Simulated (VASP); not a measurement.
# KScSe2 (Pmmn) in VASP: a series of runs

KScSe2 is run at these levels: PBE; tasks: single point.

All numbers are computed with VASP 6.6.1; they aren't measurements. Logs are shortened: lines on timing, memory, paths and dates and some standing lists are left out, and cuts for length are marked.

### 1 The cell of the first run

The structure is orthorhombic, space group Pmmn (No. 59). The conventional cell has a = 3.931 Å, b = 5.930 Å, c = 9.186 Å, α = 90.00°, β = 90.00°, γ = 90.00°. K (site symmetry mm2) has 6 Se at 3.06 to 3.38 Å and 6 K at 3.93 to 4.08 Å within 4.1 Å. Se (site symmetry mm2) has 2 Sc at 2.66 Å and 4 K at 3.06 to 3.38 Å within 3.5 Å. Se (site symmetry mm2) has 4 Sc at 2.73 to 2.97 Å and 2 K at 3.37 Å and 1 Se at 3.69 Å within 3.7 Å. Within 3.5 Å of Sc (site symmetry mm2) lie 6 Se at 2.66 to 2.97 Å.

### 2 Single point, PBE

Input file INCAR:

```
SYSTEM = KScSe2
PREC = Accurate
ENCUT = 520
EDIFF = 1E-7
ISMEAR = 0
SIGMA = 0.01
LREAL = .False.
LASPH = .True.
NELM = 80
ALGO = Normal
ISIF = 2
LWAVE = .False.
LCHARG = .False.
GGA = PE
NBANDS = 42
```

Input file KPOINTS:

```
Automatic mesh
0
Gamma
  6 4 2
  0 0 0
```

Input file POSCAR:

```
KScSe2
1.0
    3.9312865498      0.0000000000      0.0000000000
    0.0000000000      5.9303423772      0.0000000000
    0.0000000000      0.0000000000      9.1861965403
K Se Sc
2 4 2
Direct
    0.0000000000      0.0000000000      0.8918243125
    0.5000000000      0.5000000000      0.1081756875
    0.0000000000      0.5000000000      0.8082447932
    0.5000000000      0.0000000000      0.1917552068
    0.0000000000      0.5000000000      0.4060193436
    0.5000000000      0.0000000000      0.5939806564
    0.0000000000      0.0000000000      0.3873383417
    0.5000000000      0.5000000000      0.6126616583
```

Potentials or basis: VASP PAW PBE potentials, release 64 (K_sv, Se, Sc_sv).

The run is started by

```
$ cat potpaw_PBE.64/K_sv/POTCAR potpaw_PBE.64/Se/POTCAR potpaw_PBE.64/Sc_sv/POTCAR > POTCAR
$ mpirun -np 1 vasp_std > vasp.out
```

OUTCAR:

```text
SYSTEM = KScSe2
   PREC = Accurate
   ENCUT = 520
   EDIFF = 1E-7
   ISMEAR = 0
   LREAL = .False.
   LASPH = .True.
   NELM = 80
   ISIF = 2
   GGA = PE

 ion  position               nearest neighbor table
   1  0.000  0.000  0.892-   3 3.06   3 3.06
   2  0.500  0.500  0.108-   4 3.06   4 3.06
   3  0.000  0.500  0.808-   8 2.66   8 2.66   1 3.06   1 3.06
   4  0.500  0.000  0.192-   7 2.66   7 2.66   2 3.06   2 3.06
   5  0.000  0.500  0.406-   8 2.73   8 2.73   7 2.97   7 2.97
   6  0.500  0.000  0.594-   7 2.73   7 2.73   8 2.97   8 2.97
   7  0.000  0.000  0.387-   4 2.66   4 2.66   6 2.73   6 2.73   5 2.97   5 2.97
   8  0.500  0.500  0.613-   3 2.66   3 2.66   5 2.73   5 2.73   6 2.97   6 2.97

  LATTYP: Found a simple orthorhombic cell.
 ALAT       =     3.9312865498
 B/A-ratio  =     1.5084991394
 C/A-ratio  =     2.3366896368

  Lattice vectors:

 A1 = (   3.9312865498,   0.0000000000,   0.0000000000)
 A2 = (   0.0000000000,   5.9303423772,   0.0000000000)
 A3 = (   0.0000000000,   0.0000000000,   9.1861965403)

Analysis of symmetry for initial positions (statically):
=====================================================================
 Subroutine PRICEL returns:
 Original cell was already a primitive cell.

 Routine SETGRP: Setting up the symmetry group for a
 simple orthorhombic supercell.

 Subroutine GETGRP returns: Found  8 space group operations
 (whereof  4 operations were pure point group operations)
 out of a pool of  8 trial point group operations.

The static configuration has the point symmetry C_2v.
 The point group associated with its full space group is D_2h.

Analysis of symmetry for dynamics (positions and initial velocities):
=====================================================================
 Subroutine PRICEL returns:
 Original cell was already a primitive cell.

 Routine SETGRP: Setting up the symmetry group for a
 simple orthorhombic supercell.

 Subroutine GETGRP returns: Found  8 space group operations
 (whereof  4 operations were pure point group operations)
 out of a pool of  8 trial point group operations.

The dynamic configuration has the point symmetry C_2v.
 The point group associated with its full space group is D_2h.

 Subroutine INISYM returns: Found  8 space group operations
 (whereof  4 operations are pure point group operations),
 and found     1 'primitive' translations

----------------------------------------------------------------------------------------

                                     Primitive cell

  volume of cell :     214.1658

  direct lattice vectors                    reciprocal lattice vectors
     3.931286550  0.000000000  0.000000000     0.254369654  0.000000000  0.000000000
     0.000000000  5.930342377  0.000000000     0.000000000  0.168624328  0.000000000
     0.000000000  0.000000000  9.186196540     0.000000000  0.000000000  0.108858982

  length of vectors
     3.931286550  5.930342377  9.186196540     0.254369654  0.168624328  0.108858982

  position of ions in fractional coordinates (direct lattice)
     0.000000000  0.000000000  0.891824312
     0.500000000  0.500000000  0.108175688
     0.000000000  0.500000000  0.808244793
     0.500000000  0.000000000  0.191755207
     0.000000000  0.500000000  0.406019344
     0.500000000  0.000000000  0.593980656
     0.000000000  0.000000000  0.387338342
     0.500000000  0.500000000  0.612661658

  ion indices of the primitive-cell ions
   primitive index   ion index
                 1           1
                 2           2
                 3           3
                 4           4
                 5           5
                 6           6
                 7           7
                 8           8

----------------------------------------------------------------------------------------

 KPOINTS: Automatic mesh

Automatic generation of k-mesh.
 Grid dimensions read from file:
 generate k-points for:    6    4    2

 Generating k-lattice:

  Cartesian coordinates                     Fractional coordinates (reciprocal lattice)
     0.042394942  0.000000000  0.000000000     0.166666667  0.000000000  0.000000000
     0.000000000  0.042156082  0.000000000     0.000000000  0.250000000  0.000000000
     0.000000000  0.000000000  0.054429491     0.000000000  0.000000000  0.500000000

  Length of vectors
     0.042394942  0.042156082  0.054429491

  Shift w.r.t. Gamma in fractional coordinates (k-lattice)
     0.000000000  0.000000000  0.000000000

 Subroutine IBZKPT returns following result:
 ===========================================

 Found     24 irreducible k-points:

 Following reciprocal coordinates:
            Coordinates               Weight
  0.000000  0.000000  0.000000      1.000000
  0.166667  0.000000  0.000000      2.000000
  0.333333  0.000000  0.000000      2.000000
  0.500000  0.000000  0.000000      1.000000
  0.000000  0.250000  0.000000      2.000000
  0.166667  0.250000  0.000000      4.000000
[... 16 lines left out ...]
  0.333333  0.500000  0.500000      2.000000
  0.500000  0.500000  0.500000      1.000000
   k-points           NKPTS =     24   k-points in BZ     NKDIM =     24   number of bands    NBANDS=     42
   number of dos      NEDOS =    301   number of ions     NIONS =      8
   total plane-waves  NPLWV = 100800
   dimension x,y,z NGX =    30 NGY =   48 NGZ =   70
   dimension x,y,z NGXF=    60 NGYF=   96 NGZF=  140
   ions per type =               2   4   2
   NGX,Y,Z   is equivalent  to a cutoff of  12.69, 13.46, 12.67 a.u.
   NGXF,Y,Z  is equivalent  to a cutoff of  25.37, 26.91, 25.34 a.u.
 SYSTEM =  KScSe2
   PREC   = accura    normal or accurate (medium, high low for compatibility)
   ISTART =      0    job   : 0-new  1-cont  2-samecut
   ICHARG =      2    charge: 1-file 2-atom 10-const
   ISPIN  =      1    spin polarized calculation?
   LNONCOLLINEAR =      F non collinear calculations
   LSORBIT =      F    spin-orbit coupling
   LASPH  =      T    aspherical Exc in radial PAW
   ENCUT  =  520.0 eV  38.22 Ry    6.18 a.u.   7.31 11.03 17.08*2*pi/ulx,y,z
   NELM   =     80;   NELMIN=  2; NELMDL= -5     # of ELM steps
   EDIFF  = 0.1E-06   stopping-criterion for ELM
   LREAL  =      F    real-space projection
   EDIFFG = 0.1E-05   stopping-criterion for IOM
   NSW    =      0    number of steps for IOM
   IBRION =     -1    ionic relax: 0-MD 1-quasi-New 2-CG
   NFREE  =      0    steps in history (QN), initial steepest desc. (CG)
   ISIF   =      2    stress and relaxation
   ISYM   =      2    0-nonsym 1-usesym 2-fastsym
   POTIM  = 0.5000    time-step for ionic-motion
   TEBEG  =    0.0;   TEEND  =   0.0 temperature during run
   PSTRESS=    0.0 pullay stress
   NELECT =      64.0000    total number of electrons
   NUPDOWN=      -1.0000    fix difference up-down
   EMIN   =  10.00;   EMAX   =-10.00  energy-range for DOS
   EFERMI =   0.00;   METHOD = LEGACY
   ISMEAR =     0;   SIGMA  =   0.01  broadening in eV -4-tet -1-fermi 0-gaus
   EFERMI_NEDOS =   21; number of points for ismear=-14 and -15
   IALGO  =     38    algorithm
   IMIX   =      4    mixing-type and parameters
     AMIX     =   0.40;   BMIX     =  1.00
     AMIX_MAG =   1.60;   BMIX_MAG =  1.00
  volume/ion in A,a.u.               =      26.77       180.66
  Fermi-wavevector in a.u.,A,eV,Ry     =   1.094506  2.068316 16.299005  1.197943
  Thomas-Fermi vector in A             =   2.230812
   LORBIT       =      0    0 simple, 1 ext, 2 COOP (PROOUT), +10 PAW based schemes
   GGA     = PE    functional components
   LHFCALC =     F    Hartree Fock is set to
   AEXX    =    0.0000 exact exchange contribution
   IVDW    =     0    specifies the selected vdW correction
   LEPSILON=     F    determine dielectric tensor
   LRPA    =     F    only Hartree local field effects (RPA)
 non-spin polarized calculation
 Gauss-broadening in eV      SIGMA  =   0.01
  energy-cutoff  :      520.00
  volume of cell :      214.17
 maximum number of plane-waves:      5804
 NGX is ok and might be reduce to    30
   NGX = 15   NGY = 23   NGZ = 35

 number of electron      63.9999993 magnetization

 Free energy of the ion-electron system (eV)
  ---------------------------------------------------
  ext. energy  EPLUGINS =         0.00000000
  ---------------------------------------------------
  free energy    TOTEN  =       -40.98104264 eV

  energy without entropy =      -40.98104264  energy(sigma->0) =      -40.98104264

 E-fermi :   2.1135     XC(G=0):  -8.8663

 val. band max:        2.0248470332   @ k =   0.0000   0.0000   0.0000
 cond. band min:       3.3701442850   @ k =   0.5000   0.0000   0.0000
 fundamental gap:      1.3452972517
 Fermi energy:         2.1134739169

 k-point     1 :       0.0000    0.0000    0.0000
  band No.  band energies     occupation
      1     -47.7259      2.00000
      2     -47.7241      2.00000
      3     -27.5604      2.00000
      4     -27.5409      2.00000
      5     -26.4121      2.00000
      6     -26.3943      2.00000
[... 34 lines left out ...]
     41       5.2003      0.00000
     42       5.9449      0.00000

 k-point     2 :       0.1667    0.0000    0.0000
  band No.  band energies     occupation
      1     -47.7253      2.00000
      2     -47.7237      2.00000
      3     -27.5556      2.00000
      4     -27.5387      2.00000
      5     -26.4102      2.00000
      6     -26.3948      2.00000
[... 34 lines left out ...]
     41       5.5696      0.00000
     42       5.6053      0.00000

 k-point     3 :       0.3333    0.0000    0.0000
  band No.  band energies     occupation
      1     -47.7240      2.00000
      2     -47.7231      2.00000
      3     -27.5450      2.00000
      4     -27.5352      2.00000
      5     -26.4056      2.00000
      6     -26.3967      2.00000
[... 897 lines left out ...]
      4     -27.5398      2.00000
      5     -26.4025      2.00000
      6     -26.4025      2.00000
[... 34 lines left out ...]
     41       5.9409      0.00000
     42       5.9409      0.00000

 k-point    24 :       0.5000    0.5000    0.5000
  band No.  band energies     occupation
      1     -47.7231      2.00000
      2     -47.7231      2.00000
      3     -27.5363      2.00000
      4     -27.5363      2.00000
      5     -26.4018      2.00000
      6     -26.4018      2.00000
[... 34 lines left out ...]
     41       5.8994      0.00000
     42       5.8994      0.00000

------------------------ aborting loop because EDIFF is reached ----------------------------------------

  FORCE on cell =-STRESS in cart. coord.  units (eV):
  Direction    XX          YY          ZZ          XY          YZ          ZX
  --------------------------------------------------------------------------------------
  -------------------------------------------------------------------------------------
  Total        0.1965736      0.1312772      0.2392613      0.0000000      0.0000000      0.0000000
  in kB        1.4705692      0.9820862      1.7899165      0.0000000      0.0000000      0.0000000
  external PRESSURE =       1.4141906 kB  Pullay stress =       0.0000000 kB

 VOLUME and BASIS-vectors are now :
 -----------------------------------------------------------------------------
  energy-cutoff  :      520.00
  volume of cell :      214.17
      direct lattice vectors                 reciprocal lattice vectors
     3.931286550  0.000000000  0.000000000     0.254369654  0.000000000  0.000000000
     0.000000000  5.930342377  0.000000000     0.000000000  0.168624328  0.000000000
     0.000000000  0.000000000  9.186196540     0.000000000  0.000000000  0.108858982

 POSITION                                       TOTAL-FORCE (eV/Angst)
 -----------------------------------------------------------------------------------
      0.00000      0.00000      8.19247         0.000000      0.000000      0.003673
      1.96564      2.96517      0.99372         0.000000      0.000000     -0.003673
      0.00000      2.96517      7.42470         0.000000      0.000000      0.016201
      1.96564      0.00000      1.76150         0.000000      0.000000     -0.016201
      0.00000      2.96517      3.72977         0.000000      0.000000     -0.015912
      1.96564      0.00000      5.45642         0.000000      0.000000      0.015912
      0.00000      0.00000      3.55817         0.000000      0.000000      0.002458
      1.96564      2.96517      5.62803         0.000000      0.000000     -0.002458
 -----------------------------------------------------------------------------------
    total drift:                                0.000000      0.000000     -0.000000

  FREE ENERGIE OF THE ION-ELECTRON SYSTEM (eV)
  ---------------------------------------------------
  free  energy   TOTEN  =       -40.9810426435 eV

  energy  without entropy=      -40.9810426435  energy(sigma->0) =      -40.98104264
```

Wall time 7.9 min (1 thread of Intel Xeon 8259CL, shared host); peak memory 0.43 GiB.

Results:

| Quantity | Value |
| --- | --- |
| Free energy | -40.9810 eV |
| Pressure | 0.1 GPa |
| Largest force | 0.016 eV/Å |
| Band gap on the k mesh | 1.35 eV (least direct gap 1.42 eV) |

Forces in eV/Å, atoms in the order of the input:
```
K    0.000  0.000  0.004
K    0.000  0.000 -0.004
Se   0.000  0.000  0.016
Se   0.000  0.000 -0.016
Se   0.000  0.000 -0.016
Se   0.000  0.000  0.016
Sc   0.000  0.000  0.002
Sc   0.000  0.000 -0.002
```

A k mesh can miss the band edges.

### 3 Single point, PBE (27.57 Å³/atom)

This run uses another cell than the first one, of 27.57 Å³/atom.

Changes to INCAR since step 2:

```diff
@@ -3,3 +3,3 @@
 ENCUT = 520
-EDIFF = 1E-7
+EDIFF = 1E-6
 ISMEAR = 0
@@ -8,3 +8,3 @@
 LASPH = .True.
-NELM = 80
+NELM = 60
 ALGO = Normal
```

KPOINTS is that of step 2.

Changes to POSCAR since step 2:

```diff
@@ -2,5 +2,5 @@
 1.0
-    3.9312865498      0.0000000000      0.0000000000
-    0.0000000000      5.9303423772      0.0000000000
-    0.0000000000      0.0000000000      9.1861965403
+    3.9702127106      0.0000000000      0.0000000000
+    0.0000000000      5.9890624572      0.0000000000
+    0.0000000000      0.0000000000      9.2771548968
 K Se Sc
```

Potentials or basis: VASP PAW PBE potentials, release 64 (K_sv, Se, Sc_sv).

The run is started by

```
$ cat potpaw_PBE.64/K_sv/POTCAR potpaw_PBE.64/Se/POTCAR potpaw_PBE.64/Sc_sv/POTCAR > POTCAR
$ mpirun -np 1 vasp_std > vasp.out
```

It took 7.3 min on 1 thread of Intel Xeon 8259CL, shared host; peak memory 0.43 GiB.

The run converged. Its results:

```
Free energy            : -40.9602 eV
Pressure               : -1.2 GPa
Largest force          : 0.127 eV/Å
Band gap on the k mesh : 1.36 eV (least direct gap 1.44 eV)
```

Forces on the atoms (eV/Å):
```
K    0.000  0.000 -0.021
K    0.000  0.000  0.021
Se   0.000  0.000 -0.127
Se   0.000  0.000  0.127
Se   0.000  0.000  0.127
Se   0.000  0.000 -0.127
Sc   0.000  0.000 -0.011
Sc   0.000  0.000  0.011
```

Stress tensor (GPa, compression positive):
```
-1.32  0.00  0.00
 0.00 -0.99  0.00
 0.00  0.00 -1.28
```

Levels at points of the mesh, in eV from the valence-band top:
| k point | band 28 | band 29 | band 30 | band 31 | band 32 | band 33 | band 34 | band 35 | band 36 | band 37 |
| --- | --- | --- | --- | --- | --- | --- | --- | --- | --- | --- |
| (0.00, 0.00, 0.00) | -1.17 | -0.82 | -0.41 | -0.20 | 0.00 | 1.44 | 1.74 | 1.76 | 1.96 | 2.37 |
| (0.50, 0.00, 0.00) | -1.52 | -1.31 | -1.31 | -0.89 | -0.89 | 1.36 | 1.36 | 2.19 | 2.19 | 2.55 |
| (0.00, 0.50, 0.00) | -1.51 | -0.68 | -0.68 | -0.57 | -0.57 | 1.66 | 1.66 | 2.35 | 2.35 | 2.53 |
| (0.50, 0.50, 0.00) | -1.88 | -1.50 | -1.50 | -1.05 | -1.05 | 2.05 | 2.05 | 2.30 | 2.30 | 2.64 |
| (0.00, 0.00, 0.50) | -1.11 | -1.07 | -0.85 | -0.26 | -0.05 | 1.58 | 1.74 | 1.76 | 2.01 | 2.37 |
| (0.50, 0.00, 0.50) | -1.58 | -1.32 | -1.32 | -0.91 | -0.91 | 1.44 | 1.44 | 2.20 | 2.20 | 2.50 |
| (0.00, 0.50, 0.50) | -1.53 | -0.61 | -0.61 | -0.60 | -0.60 | 1.75 | 1.75 | 2.35 | 2.35 | 2.49 |
| (0.50, 0.50, 0.50) | -1.83 | -1.46 | -1.46 | -0.98 | -0.98 | 2.04 | 2.04 | 2.30 | 2.30 | 2.63 |
